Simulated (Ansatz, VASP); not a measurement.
**NaCaF3 in VASP and in Ansatz**

File POSCAR:

```
NaCaF3
1.0
    4.4239398637      0.0000000000      0.0000000000
    0.0000000000      4.4239398637      0.0000000000
    0.0000000000      0.0000000000      4.4239398637
Na Ca F
1 1 3
Direct
    0.0000000000      0.0000000000      0.0000000000
    0.5000000000      0.5000000000      0.5000000000
    0.5000000000      0.5000000000      0.0000000000
    0.5000000000      0.0000000000      0.5000000000
    0.0000000000      0.5000000000      0.5000000000
```

Contents of INCAR.step1:

```
PREC = Accurate
ENCUT = 970
ISMEAR = 0
SIGMA = 0.01
LREAL = False
LASPH = True
NELM = 120
NBANDS = 28
GGA = PE
ALGO = Normal
EDIFF = 1E-5
LWAVE = True
LCHARG = False
GGA_COMPAT = False
```

INCAR.step2

```
PREC = Accurate
ENCUT = 970
EDIFF = 1E-6
ISMEAR = 0
SIGMA = 0.01
LREAL = False
LASPH = True
NELM = 120
ALGO = Normal
ISIF = 2
LWAVE = False
LCHARG = True
METAGGA = R2SCAN
LMIXTAU = True
LELF = True
LVHAR = True
NBANDS = 28
ISTART = 1
GGA_COMPAT = False
```

File KPOINTS:

```
Automatic mesh
0
Gamma
  6 6 6
```

Input for Ansatz:

```yaml
crystal:
  lattice:
    - [4.4239398637, 0.0, 0.0]
    - [0.0, 4.4239398637, 0.0]
    - [0.0, 0.0, 4.4239398637]
  atoms:
    - { symbol: Na, position: [0.0, 0.0, 0.0] }
    - { symbol: Ca, position: [0.5, 0.5, 0.5] }
    - { symbol: F, position: [0.5, 0.5, 0.0] }
    - { symbol: F, position: [0.5, 0.0, 0.5] }
    - { symbol: F, position: [0.0, 0.5, 0.5] }
kpoints:
  mp_grid: { grid: [6, 6, 6] }
hamiltonian:
  xc: r2scan
scf:
  occupations: { method: fixed }
  n_extra_bands: 5
output:
  forces: true
  stress: true
  eigenvalues: true
```

Alike in both runs: task single point; functional r2SCAN; k mesh 6 × 6 × 6; no spin polarisation.

|  | VASP | Ansatz |
| --- | --- | --- |
| version | VASP 6.6.1 | Ansatz 0.2.0 |
| potentials or method | VASP PAW PBE potentials, release 64 (Na_sv, Ca_sv, F) | plane waves, PAW |
| plane-wave cutoff (eV) | 970 | 500 |
| occupations | gaussian, width 0.01 eV | fixed |
| valence electrons in the cell | 40 | 40 |

|  | VASP | Ansatz | Ansatz less VASP |
| --- | --- | --- | --- |
| gap on the k mesh at the Fermi level (eV) | 5.83 | 5.84 | +0.011 |
| pressure (GPa) | -1.1 | -1.5 | -0.38 |

VASP's potentials were made for PBE, not for r2SCAN.
